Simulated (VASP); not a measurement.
# Cu (P6_3/mmc) in VASP: notebook, part 2 of 3

VASP 6.6.1. The steps go on from the part before.

## Step 3: Single point, r2SCAN0

This run uses another cell than the first one, of 11.66 Å³/atom.

POSCAR

```
Cu
1.0
    2.5508792560      0.0000000000      0.0000000000
   -1.2754396280      2.2091262377      0.0000000000
    0.0000000000      0.0000000000      4.1398073633
Cu
2
Direct
    0.6666666667      0.3333333333      0.7500000000
    0.3333333333      0.6666666667      0.2500000000
```

INCAR.step1

```
SYSTEM = Cu
ALGO     = Normal         ! electronic algorithm
EDIFF    = 1E-5           ! SCF threshold, eV
ENCUT    = 520            ! plane-wave cutoff, eV
GGA      = PE             ! functional
ISIF     = 2              ! what is computed and relaxed
ISMEAR   = -1             ! smearing method
LASPH    = .TRUE.         ! aspherical terms in the spheres
LREAL    = .FALSE.        ! projectors in reciprocal space
LWAVE    = .TRUE.         ! write WAVECAR
NBANDS   = 18             ! bands
NELM     = 60             ! most SCF steps
PREC     = Accurate       ! precision mode
SIGMA    = 0.05           ! smearing width, eV
```

INCAR.step2

```
SYSTEM = Cu
AEXX     = 0.25           ! exact-exchange fraction
ALGO     = Normal         ! electronic algorithm
EDIFF    = 1E-6           ! SCF threshold, eV
ENCUT    = 520            ! plane-wave cutoff, eV
ISIF     = 2              ! what is computed and relaxed
ISMEAR   = -1             ! smearing method
ISTART   = 1            
LASPH    = .TRUE.         ! aspherical terms in the spheres
LCHARG   = .TRUE.         ! write CHGCAR
LELF     = .TRUE.         ! ELF
LHFCALC  = .TRUE.         ! exact exchange
LMIXTAU  = .TRUE.       
LREAL    = .FALSE.        ! projectors in reciprocal space
LVHAR    = .TRUE.       
LWAVE    = .FALSE.        ! write WAVECAR
METAGGA  = R2SCAN         ! meta-GGA
NBANDS   = 18             ! bands
NELM     = 60             ! most SCF steps
PREC     = Accurate       ! precision mode
PRECFOCK = Normal       
SIGMA    = 0.05           ! smearing width, eV
```

KPOINTS

```
k-points
0
G
  6 6 4
  0 0 0
```

Potentials or basis: VASP PAW PBE potentials, release 64 (Cu).

Command:

```
$ cat potpaw_PBE.64/Cu/POTCAR > POTCAR
$ cp INCAR.step1 INCAR
$ mpirun -np 1 vasp_std > vasp.out
$ cp INCAR.step2 INCAR
$ mpirun -np 1 vasp_std > vasp.out
```

OUTCAR:

```text
SYSTEM = Cu
   AEXX = 0.25
   EDIFF = 1E-6
   ENCUT = 520
   ISIF = 2
   ISMEAR = -1
   ISTART = 1
   LASPH = .TRUE.
   LHFCALC = .TRUE.
   LREAL = .FALSE.
   METAGGA = R2SCAN
   NELM = 60
   PREC = Accurate
   PRECFOCK = Normal

 ion  position               nearest neighbor table
   1  0.667  0.333  0.750-   2 2.54   2 2.54   2 2.54   2 2.54   2 2.54   2 2.54
   2  0.333  0.667  0.250-   1 2.54   1 2.54   1 2.54   1 2.54   1 2.54   1 2.54

  LATTYP: Found a hexagonal cell.
 ALAT       =     2.5508792560
 C/A-ratio  =     1.6228942838

  Lattice vectors:

 A1 = (   2.5508792560,   0.0000000000,   0.0000000000)
 A2 = (  -1.2754396280,   2.2091262377,   0.0000000000)
 A3 = (   0.0000000000,   0.0000000000,   4.1398073633)

Analysis of symmetry for initial positions (statically):
=====================================================================
 Subroutine PRICEL returns:
 Original cell was already a primitive cell.

 Routine SETGRP: Setting up the symmetry group for a
 hexagonal supercell.

 Subroutine GETGRP returns: Found 24 space group operations
 (whereof 12 operations were pure point group operations)
 out of a pool of 24 trial point group operations.

The static configuration has the point symmetry D_3d.
 The point group associated with its full space group is D_6h.

Analysis of symmetry for dynamics (positions and initial velocities):
=====================================================================
 Subroutine PRICEL returns:
 Original cell was already a primitive cell.

 Routine SETGRP: Setting up the symmetry group for a
 hexagonal supercell.

 Subroutine GETGRP returns: Found 24 space group operations
 (whereof 12 operations were pure point group operations)
 out of a pool of 24 trial point group operations.

The dynamic configuration has the point symmetry D_3d.
 The point group associated with its full space group is D_6h.

 Subroutine INISYM returns: Found 24 space group operations
 (whereof 12 operations are pure point group operations),
 and found     1 'primitive' translations

----------------------------------------------------------------------------------------

                                     Primitive cell

  volume of cell :      23.3287

  direct lattice vectors                    reciprocal lattice vectors
     2.550879256  0.000000000  0.000000000     0.392021691  0.226333829  0.000000000
    -1.275439628  2.209126238  0.000000000     0.000000000  0.452667658  0.000000000
     0.000000000  0.000000000  4.139807363     0.000000000  0.000000000  0.241557134

  length of vectors
     2.550879256  2.550879256  4.139807363     0.452667658  0.452667658  0.241557134

  position of ions in fractional coordinates (direct lattice)
     0.666666667  0.333333333  0.750000000
     0.333333333  0.666666667  0.250000000

  ion indices of the primitive-cell ions
   primitive index   ion index
                 1           1
                 2           2

----------------------------------------------------------------------------------------
[... 27 lines left out ...]
  0.000000  0.000000  0.000000      1.000000
  0.166667  0.000000  0.000000      6.000000
  0.333333  0.000000  0.000000      6.000000
  0.500000  0.000000  0.000000      3.000000
  0.166667  0.166667  0.000000      6.000000
  0.333333  0.166667  0.000000     12.000000
[... 13 lines left out ...]
  0.333333  0.166667  0.500000     12.000000
  0.333333  0.333333  0.500000      2.000000
   k-points           NKPTS =     21   k-points in BZ     NKDIM =    144   number of bands    NBANDS=     18
   number of dos      NEDOS =    301   number of ions     NIONS =      2
   total plane-waves  NPLWV =  12800
   dimension x,y,z NGX =    20 NGY =   20 NGZ =   32
   dimension x,y,z NGXF=    40 NGYF=   40 NGZF=   64
   ions per type =               2
   NGX,Y,Z   is equivalent  to a cutoff of  13.03, 13.03, 12.85 a.u.
   NGXF,Y,Z  is equivalent  to a cutoff of  26.07, 26.07, 25.70 a.u.
 SYSTEM =  Cu
   PREC   = accura    normal or accurate (medium, high low for compatibility)
   ISTART =      1    job   : 0-new  1-cont  2-samecut
   ICHARG =      0    charge: 1-file 2-atom 10-const
   ISPIN  =      1    spin polarized calculation?
   LNONCOLLINEAR =      F non collinear calculations
   LSORBIT =      F    spin-orbit coupling
   LASPH  =      T    aspherical Exc in radial PAW
   ENCUT  =  520.0 eV  38.22 Ry    6.18 a.u.   4.74  4.74  7.70*2*pi/ulx,y,z
   NELM   =     60;   NELMIN=  2; NELMDL=  0     # of ELM steps
   EDIFF  = 0.1E-05   stopping-criterion for ELM
   LREAL  =      F    real-space projection
   EDIFFG = 0.1E-04   stopping-criterion for IOM
   NSW    =      0    number of steps for IOM
   IBRION =     -1    ionic relax: 0-MD 1-quasi-New 2-CG
   NFREE  =      0    steps in history (QN), initial steepest desc. (CG)
   ISIF   =      2    stress and relaxation
   ISYM   =      3    0-nonsym 1-usesym 2-fastsym
   POTIM  = 0.5000    time-step for ionic-motion
   TEBEG  =    0.0;   TEEND  =   0.0 temperature during run
   PSTRESS=    0.0 pullay stress
   NELECT =      22.0000    total number of electrons
   NUPDOWN=      -1.0000    fix difference up-down
   EMIN   =  10.00;   EMAX   =-10.00  energy-range for DOS
   EFERMI =   0.00;   METHOD = LEGACY
   ISMEAR =    -1;   SIGMA  =   0.05  broadening in eV -4-tet -1-fermi 0-gaus
   EFERMI_NEDOS =   21; number of points for ismear=-14 and -15
   IALGO  =     38    algorithm
   IMIX   =      1    mixing-type and parameters
     AMIX     =   0.40;   BMIX     =  1.00
     AMIX_MAG =   1.60;   BMIX_MAG =  1.00
  volume/ion in A,a.u.               =      11.66        78.71
  Fermi-wavevector in a.u.,A,eV,Ry     =   1.605408  3.033782 35.066788  2.577336
  Thomas-Fermi vector in A             =   2.701759
   LORBIT       =      0    0 simple, 1 ext, 2 COOP (PROOUT), +10 PAW based schemes
   METAGGA = R2SCAN    functional components
   LHFCALC =     T    Hartree Fock is set to
   PRECFOCK=normal    Normal, Fast or Accurate (Low or Medium for compatibility)
   ENCUT4O =  -1.0   cutoff for four orbital integrals eV
   NKREDX  =     1    reduce k-point grid by
   NKREDY  =     1    reduce k-point grid by
   NKREDZ  =     1    reduce k-point grid by
   AEXX    =    0.2500 exact exchange contribution
   HFSCREEN=    0.0000 screening length (either q_TF or 0.3 A-1)
   HFSCREENC=   0.0000 screening length for correlation (either q_TF or 0.3 A-1)
   ENCUTFOCK=  -1.0 apply spherical cutoff to Coloumb kernel
   IVDW    =     0    specifies the selected vdW correction
   LEPSILON=     F    determine dielectric tensor
   LRPA    =     F    only Hartree local field effects (RPA)
 non-spin polarized calculation
  energy-cutoff  :      520.00
  volume of cell :       23.33
 maximum number of plane-waves:       640
 NGX is ok and might be reduce to    20
  NGX = 16; NGY = 16; NGZ = 24

 number of electron      21.9999985 magnetization

 Free energy of the ion-electron system (eV)
  ---------------------------------------------------
  ext. energy  EPLUGINS =         0.00000000
  ---------------------------------------------------
  free energy    TOTEN  =       -18.66159766 eV

  energy without entropy =      -18.65681565  energy(sigma->0) =      -18.65920666

 E-fermi :   6.7925     XC(G=0): -10.6055

 val. band max:        6.6725746982   @ k =   0.3333   0.1667   0.2500
 cond. band min:       7.4729503849   @ k =   0.5000   0.0000   0.0000
 fundamental gap:      0.8003756867
 Fermi energy:         6.7924746125

 k-point     1 :       0.0000    0.0000    0.0000
  band No.  band energies     occupation
      1      -3.6889      2.00000
      2       0.3700      2.00000
      3       2.4235      2.00000
      4       2.4558      2.00000
      5       2.4559      2.00000
      6       2.6818      2.00000
[... 418 lines left out ...]
      5       2.2427      2.00000
      6       2.2427      2.00000
[... 10 lines left out ...]
     17      30.5127      0.00000
     18      30.5127      0.00000

------------------------ aborting loop because EDIFF is reached ----------------------------------------

  FORCE on cell =-STRESS in cart. coord.  units (eV):
  Direction    XX          YY          ZZ          XY          YZ          ZX
  --------------------------------------------------------------------------------------
  -------------------------------------------------------------------------------------
  Total        0.3521847      0.3521847     -0.0789637      0.0000000      0.0000000      0.0000000
  in kB       24.1874721     24.1874721     -5.4231019      0.0000000      0.0000000      0.0000000
  external PRESSURE =      14.3172808 kB  Pullay stress =       0.0000000 kB

 VOLUME and BASIS-vectors are now :
 -----------------------------------------------------------------------------
  energy-cutoff  :      520.00
  volume of cell :       23.33
      direct lattice vectors                 reciprocal lattice vectors
     2.550879256  0.000000000  0.000000000     0.392021691  0.226333829  0.000000000
    -1.275439628  2.209126238  0.000000000     0.000000000  0.452667658  0.000000000
     0.000000000  0.000000000  4.139807363     0.000000000  0.000000000  0.241557134

 POSITION                                       TOTAL-FORCE (eV/Angst)
 -----------------------------------------------------------------------------------
      1.27544      0.73638      3.10486         0.000000      0.000000      0.000000
     -0.00000      1.47275      1.03495        -0.000000      0.000000     -0.000000
 -----------------------------------------------------------------------------------
    total drift:                                0.000000     -0.000000      0.000000

  FREE ENERGIE OF THE ION-ELECTRON SYSTEM (eV)
  ---------------------------------------------------
  free  energy   TOTEN  =       -18.6615976574 eV

  energy  without entropy=      -18.6568156539  energy(sigma->0) =      -18.65920666
```

It took 33 min on 1 thread of Intel Xeon Platinum 8259CL at 2.50GHz (Skylake/Cascade Lake), shared host; peak memory 0.15 GiB.

What came out:

```yaml
Free_energy: -18.6616 eV
Pressure: 1.4 GPa
Band_gap_on_the_k_mesh: zero (bands 11 and 12 overlap by 8.98 eV)
```

Caveat: the k points lie up to 0.47 Å⁻¹ apart, too coarse for converged energies and pressures of a metal; the PAW data sets were made with another functional, which shifts forces and pressure a little.

## Step 4: Single point, PBE

This run uses another cell than the first one, of 11.44 Å³/atom.

INCAR

```
SYSTEM = Cu
GGA = PE ; ISMEAR = 1
SIGMA = 0.1 ; LWAVE = .False.
LCHARG = .False. ; ISIF = 2
PREC = Accurate ; LASPH = .True.
LREAL = .False. ; ALGO = Normal
EDIFF = 1E-6 ; NELM = 120
GGA_COMPAT = .False. ; ENCUT = 400
```

KPOINTS

```
k-points
0
Gamma
  15 15 8
```

POSCAR

```
Cu
1.0
    2.5340966698      0.0000000000      0.0000000000
   -1.2670483349      2.1945920917      0.0000000000
    0.0000000000      0.0000000000      4.1125710000
Cu
2
Direct
    0.6666666667      0.3333333333      0.7500000000
    0.3333333333      0.6666666667      0.2500000000
```

Command:

```
$ cat potpaw_PBE.64/Cu/POTCAR > POTCAR
$ mpirun -np 1 vasp_std > vasp.out
```

It took 24 s on 1 thread of Intel Xeon Platinum 8259CL at 2.50GHz (Skylake/Cascade Lake), shared host; peak memory 0.14 GiB.

It converged, with:

```
Free energy            : -7.4149 eV
Pressure               : 7.0 GPa
Band gap on the k mesh : zero (bands 11 and 12 overlap by 6.09 eV)
```

Stress tensor (GPa, compression positive):
```
5.64 0.00 0.00
0.00 5.64 0.00
0.00 0.00 9.83
```

Levels at points of the mesh, in eV from the Fermi level:
```tsv
k point	band 7	band 8	band 9	band 10	band 11	band 12	band 13	band 14	band 15
(0.00, 0.00, 0.00)	-3.00	-2.71	-2.71	-1.92	-1.92	-1.18	3.86	21.38	21.95
(0.00, 0.00, 0.50)	-3.27	-3.27	-2.15	-2.15	-2.15	-2.15	12.73	12.73	22.09
```

Caveat: the cell stands under pressure.

(Continued in part 3 of 3.)
